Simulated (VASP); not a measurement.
Runs of VASP 6.6.1 on LiCl. The structure is that of space group Fm-3m (No. 225), or close to it. The cells are those of the table. 

```tsv
cell	gap on the mesh (eV)
a = 3.627, b = 3.691, c = 3.691 Å, angles 58.9, 60.6, 60.6°, 2 atoms	(b)
a = 3.627, b = 3.645, c = 3.645 Å, angles 59.7, 60.2, 60.2°, 2 atoms	7.22
a = 3.627, b = 3.609, c = 3.609 Å, angles 60.3, 59.8, 59.8°, 2 atoms	7.35
a = 3.627, b = 3.573, c = 3.573 Å, angles 61.0, 59.5, 59.5°, 2 atoms	(a)
a = 3.627, b = 3.591, c = 3.591 Å, angles 60.7, 59.7, 59.7°, 2 atoms	7.41
```

Alike in all rows: task single point; level r2SCAN; potentials or basis VASP PAW PBE potentials, release 64 (Li_sv, Cl); no spin polarisation; k mesh 8 × 8 × 8; cutoff (eV) 520; smearing gaussian 0.05 eV.

Q: Fill in the values left out.

A: (a) 7.47; (b) 7.03.

A k mesh can miss the band edges.
